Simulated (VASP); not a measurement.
# TaBr3F2 (P-3m1) in VASP: a series of runs

TaBr3F2 is run at these levels: PBE; tasks: single point.

Everything below comes from runs of VASP 6.6.1. Logs are shortened: lines on timing, memory, paths and dates and some standing lists are left out, and cuts for length are marked.

### Step 1. The cell of the first run

The structure is trigonal, space group P-3m1 (No. 164). Conventional cell: a = 4.850 Å, b = 4.850 Å, c = 7.816 Å, α = 90.00°, β = 90.00°, γ = 120.00°. Within 4.5 Å of Ta (site symmetry -3m) lie 6 F at 3.45 Å and 8 Br at 3.91 to 3.95 Å. Br (site symmetry -3m) has 6 Br at 3.01 Å and 6 F at 3.38 Å and 2 Ta at 3.91 Å within 4.0 Å. Br (site symmetry 3m) has 4 F at 2.90 to 3.00 Å and 6 Br at 3.01 to 3.58 Å within 3.8 Å. Within 3.8 Å of F (site symmetry 3m) lie 7 Br at 2.90 to 3.38 Å and 3 Ta at 3.45 Å.

The cell was built from a structure type or drawn by symmetry, and may not be a known phase.

### Step 2. Single point, PBE

INCAR reads:

```
SYSTEM = TaBr3F2
  PREC = Accurate
  ENCUT = 600
  EDIFF = 1E-6
  ISMEAR = 0
  SIGMA = 0.1
  LREAL = .FALSE.
  LASPH = .TRUE.
  NELM = 120
  ALGO = Normal
  ISIF = 2
  LWAVE = .FALSE.
  LCHARG = .FALSE.
  GGA = PE
  NBANDS = 32
  GGA_COMPAT = .FALSE.
```

KPOINTS reads:

```
regular mesh
0
G
  6 6 2
  0 0 0
```

POSCAR reads:

```
TaBr3F2
1.0
    4.8500361500      0.0000000000      0.0000000000
   -2.4250180800      4.2002545200      0.0000000000
    0.0000000000      0.0000000000      7.8156450200
Ta Br F
1 3 2
Direct
    0.0000000000      0.0000000000      0.0000000000
    0.0000000000      0.0000000000      0.5000000000
    0.6666666700      0.3333333300      0.3570564700
    0.3333333300      0.6666666700      0.6429435300
    0.3333333300      0.6666666700      0.2586412700
    0.6666666700      0.3333333300      0.7413587300
```

Potentials or basis: VASP PAW PBE potentials, release 64 (Ta_pv, Br, F).

Launch:

```console
> cat potpaw_PBE.64/Ta_pv/POTCAR potpaw_PBE.64/Br/POTCAR potpaw_PBE.64/F/POTCAR > POTCAR
> mpirun -np 1 vasp_std > vasp.out
```

OUTCAR:

```text
SYSTEM = TaBr3F2
   PREC = Accurate
   ENCUT = 600
   EDIFF = 1E-6
   ISMEAR = 0
   LREAL = .FALSE.
   LASPH = .TRUE.
   NELM = 120
   ISIF = 2
   GGA = PE

 ion  position               nearest neighbor table
   1  0.000  0.000  0.000-
   2  0.000  0.000  0.500-
   3  0.667  0.333  0.357-
   4  0.333  0.667  0.643-
   5  0.333  0.667  0.259-
   6  0.667  0.333  0.741-

  LATTYP: Found a hexagonal cell.
 ALAT       =     4.8500361500
 C/A-ratio  =     1.6114611888

  Lattice vectors:

 A1 = (   4.8500361500,   0.0000000000,   0.0000000000)
 A2 = (  -2.4250180800,   4.2002545200,   0.0000000000)
 A3 = (   0.0000000000,   0.0000000000,   7.8156450200)

Analysis of symmetry for initial positions (statically):
=====================================================================
 Subroutine PRICEL returns:
 Original cell was already a primitive cell.

 Routine SETGRP: Setting up the symmetry group for a
 hexagonal supercell.

 Subroutine GETGRP returns: Found 12 space group operations
 (whereof 12 operations were pure point group operations)
 out of a pool of 24 trial point group operations.

The static configuration has the point symmetry D_3d.

Analysis of symmetry for dynamics (positions and initial velocities):
=====================================================================
 Subroutine PRICEL returns:
 Original cell was already a primitive cell.

 Routine SETGRP: Setting up the symmetry group for a
 hexagonal supercell.

 Subroutine GETGRP returns: Found 12 space group operations
 (whereof 12 operations were pure point group operations)
 out of a pool of 24 trial point group operations.

The dynamic configuration has the point symmetry D_3d.

 Subroutine INISYM returns: Found 12 space group operations
 (whereof 12 operations are pure point group operations),
 and found     1 'primitive' translations

----------------------------------------------------------------------------------------

                                     Primitive cell

  volume of cell :     159.2155

  direct lattice vectors                    reciprocal lattice vectors
[... 82 lines left out ...]
   ENCUT  =  600.0 eV  44.10 Ry    6.64 a.u.   9.69  9.69 15.61*2*pi/ulx,y,z
   NELM   =    120;   NELMIN=  2; NELMDL= -5     # of ELM steps
   EDIFF  = 0.1E-05   stopping-criterion for ELM
   LREAL  =      F    real-space projection
   EDIFFG = 0.1E-04   stopping-criterion for IOM
   NSW    =      0    number of steps for IOM
   IBRION =     -1    ionic relax: 0-MD 1-quasi-New 2-CG
   NFREE  =      0    steps in history (QN), initial steepest desc. (CG)
   ISIF   =      2    stress and relaxation
   ISYM   =      2    0-nonsym 1-usesym 2-fastsym
   POTIM  = 0.5000    time-step for ionic-motion
   TEBEG  =    0.0;   TEEND  =   0.0 temperature during run
   PSTRESS=    0.0 pullay stress
   NELECT =      46.0000    total number of electrons
   NUPDOWN=      -1.0000    fix difference up-down
   EMIN   =  10.00;   EMAX   =-10.00  energy-range for DOS
   EFERMI =   0.00;   METHOD = LEGACY
   ISMEAR =     0;   SIGMA  =   0.10  broadening in eV -4-tet -1-fermi 0-gaus
   EFERMI_NEDOS =   21; number of points for ismear=-14 and -15
   IALGO  =     38    algorithm
   IMIX   =      4    mixing-type and parameters
     AMIX     =   0.40;   BMIX     =  1.00
     AMIX_MAG =   1.60;   BMIX_MAG =  1.00
  volume/ion in A,a.u.               =      26.54       179.07
  Fermi-wavevector in a.u.,A,eV,Ry     =   1.082262  2.045178 15.936374  1.171290
  Thomas-Fermi vector in A             =   2.218299
   LORBIT       =      0    0 simple, 1 ext, 2 COOP (PROOUT), +10 PAW based schemes
   GGA     = PE    functional components
   LHFCALC =     F    Hartree Fock is set to
   AEXX    =    0.0000 exact exchange contribution
   IVDW    =     0    specifies the selected vdW correction
   LEPSILON=     F    determine dielectric tensor
   LRPA    =     F    only Hartree local field effects (RPA)
 non-spin polarized calculation
 Gauss-broadening in eV      SIGMA  =   0.10
  energy-cutoff  :      600.00
  volume of cell :      159.22
 maximum number of plane-waves:      5348
 NGX is ok and might be reduce to    40
   NGX = 19   NGY = 19   NGZ = 31

 number of electron      46.0000001 magnetization

 Free energy of the ion-electron system (eV)
  ---------------------------------------------------
  ext. energy  EPLUGINS =         0.00000000
  ---------------------------------------------------
  free energy    TOTEN  =       -14.00772386 eV

  energy without entropy =      -13.92700829  energy(sigma->0) =      -13.96736607

 E-fermi :   0.4698     XC(G=0):  -8.5911

 val. band max:        0.4584863768   @ k =   0.1667   0.0000   0.0000
 cond. band min:       0.4704004069   @ k =   0.3333   0.0000   0.5000
 fundamental gap:      0.0119140301
 Fermi energy:         0.4698286696

 k-point     1 :       0.0000    0.0000    0.0000
  band No.  band energies     occupation
      1     -36.1201      2.00000
      2     -36.1201      2.00000
      3     -36.0887      2.00000
      4     -19.9541      2.00000
      5     -19.9336      2.00000
      6     -15.1276      2.00000
[... 479 lines left out ...]
     31       4.7351      0.00000
     32       5.1460      0.00000

------------------------ aborting loop because EDIFF is reached ----------------------------------------

  FORCE on cell =-STRESS in cart. coord.  units (eV):
  Direction    XX          YY          ZZ          XY          YZ          ZX
  --------------------------------------------------------------------------------------
  -------------------------------------------------------------------------------------
  Total       -5.5512683     -5.5512683    -10.0221645      0.0000000      0.0000000      0.0000000
  in kB      -55.8621173    -55.8621175   -100.8525074      0.0000001      0.0000000      0.0000000
  external PRESSURE =     -70.8589141 kB  Pullay stress =       0.0000000 kB

 VOLUME and BASIS-vectors are now :
 -----------------------------------------------------------------------------
  energy-cutoff  :      600.00
  volume of cell :      159.22
      direct lattice vectors                 reciprocal lattice vectors
     4.850036150  0.000000000  0.000000000     0.206184030  0.119040405  0.000000000
    -2.425018080  4.200254520  0.000000000     0.000000000  0.238080810  0.000000000
     0.000000000  0.000000000  7.815645020     0.000000000  0.000000000  0.127948493

 POSITION                                       TOTAL-FORCE (eV/Angst)
 -----------------------------------------------------------------------------------
      0.00000      0.00000      0.00000        -0.000000      0.000000      0.000000
      0.00000      0.00000      3.90782        -0.000000      0.000000      0.000000
      2.42502      1.40008      2.79063        -0.000000      0.000000     -1.130204
     -0.00000      2.80017      5.02502        -0.000000      0.000000      1.130204
     -0.00000      2.80017      2.02145        -0.000000      0.000000     -1.391741
      2.42502      1.40008      5.79420         0.000000     -0.000000      1.391741
 -----------------------------------------------------------------------------------
    total drift:                               -0.000000     -0.000000      0.000000

  FREE ENERGIE OF THE ION-ELECTRON SYSTEM (eV)
  ---------------------------------------------------
  free  energy   TOTEN  =       -14.0077238612 eV

  energy  without entropy=      -13.9270082876  energy(sigma->0) =      -13.96736607
```

stdout:

```text
POSCAR found type information on POSCAR TaBrF
 POSCAR found :  3 types and       6 ions
 scaLAPACK will be used
 LDA part: xc-table for (Slater+PW92), standard interpolation
 POSCAR, INCAR and KPOINTS ok, starting setup
 FFT: planning ... GRIDC
 FFT: planning ... GRID_SOFT
 FFT: planning ... GRID
 WAVECAR not read
 entering main loop
```

Wall time 2.5 min (1 thread of Intel Xeon Platinum 8488C (Sapphire Rapids), shared host); peak memory 0.35 GiB.

What came out:

| Item | Value |
| --- | --- |
| Free energy | -14.0077 eV |
| Pressure | -7.1 GPa |
| Largest force | 1.392 eV/Å |
| Band gap on the k mesh | zero (bands 23 and 24 overlap by 0.21 eV) |

Forces in eV/Å, atoms in the order of the input:
```
Ta   0.000  0.000  0.000
Br   0.000  0.000  0.000
Br   0.000  0.000 -1.130
Br   0.000  0.000  1.130
F    0.000  0.000 -1.392
F    0.000  0.000  1.392
```

Caveat: the k points lie up to 0.40 Å⁻¹ apart; spin-orbit coupling is left out, which moves the levels of the heavy elements; forces of over 1 eV/Å act on the atoms, so gaps and moduli don't describe the material at rest.

### Step 3. Single point, PBE

This run uses another cell than the first one, of 20.10 Å³/atom.

INCAR reads:

```
SYSTEM = TaBr3F2
PREC     = Accurate       ! precision mode
ENCUT    = 600            ! plane-wave cutoff, eV
EDIFF    = 1E-6           ! SCF threshold, eV
ISMEAR   = 0              ! smearing method
SIGMA    = 0.1            ! smearing width, eV
LREAL    = .FALSE.        ! projectors in reciprocal space
LASPH    = .TRUE.         ! aspherical terms in the spheres
NELM     = 120            ! most SCF steps
ALGO     = Normal         ! electronic algorithm
ISIF     = 2              ! what is computed and relaxed
LWAVE    = .FALSE.        ! write WAVECAR
LCHARG   = .FALSE.        ! write CHGCAR
GGA      = PE             ! functional
NBANDS   = 32             ! bands
GGA_COMPAT= .FALSE.
```

KPOINTS reads:

```
regular mesh
0
G
  12 12 4
  0 0 0
```

POSCAR reads:

```
TaBr3F2
1.0
    3.7148575902      0.0000000000      0.0000000000
   -1.8574287951      3.2171610446      0.0000000000
    0.0000000000      0.0000000000     10.0930374423
Ta Br F
1 3 2
Direct
    0.0000000000      0.0000000000      0.0000000000
    0.0000000000      0.0000000000      0.5000000000
    0.6666666667      0.3333333333      0.2257824382
    0.3333333333      0.6666666667      0.7742175618
    0.3333333333      0.6666666667      0.0462779192
    0.6666666667      0.3333333333      0.9537220808
```

Potentials or basis: VASP PAW PBE potentials, release 64 (Ta_pv, Br, F).

Launch:

```console
> cat potpaw_PBE.64/Ta_pv/POTCAR potpaw_PBE.64/Br/POTCAR potpaw_PBE.64/F/POTCAR > POTCAR
> mpirun -np 1 vasp_std > vasp.out
```

Wall time 8.7 min (1 thread of Intel Xeon Platinum 8488C (Sapphire Rapids), shared host); peak memory 0.45 GiB.

Results (log left out):

```
Free energy            : -25.5915 eV
Pressure               : 0.0 GPa
Largest force          : 0.009 eV/Å
Band gap on the k mesh : zero (bands 23 and 24 overlap by 0.03 eV)
```

Forces in eV/Å, atoms in the order of the input:
```
Ta   0.000  0.000  0.000
Br   0.000  0.000  0.000
Br   0.000  0.000  0.009
Br   0.000  0.000 -0.009
F    0.000  0.000  0.008
F    0.000  0.000 -0.008
```

Stress tensor (GPa, compression positive):
```
 0.04  0.00  0.00
 0.00  0.04  0.00
 0.00  0.00 -0.07
```

Levels at points of the mesh, in eV from the Fermi level:
| k point | band 21 | band 22 | band 23 | band 24 | band 25 | band 26 |
| --- | --- | --- | --- | --- | --- | --- |
| (0.00, 0.00, 0.00) | -0.42 | -0.06 | -0.06 | 0.27 | 0.27 | 0.39 |
| (0.50, 0.00, 0.00) | -1.55 | -0.67 | -0.23 | 0.06 | 0.17 | 0.50 |
| (0.00, 0.00, 0.50) | -1.08 | -0.11 | -0.11 | 0.31 | 0.31 | 0.60 |
| (0.50, 0.00, 0.50) | -1.90 | -0.85 | -0.42 | 0.12 | 0.32 | 0.63 |

Caveat: spin-orbit coupling is left out, which moves the levels of the heavy elements.

[end of part 1 of 2]
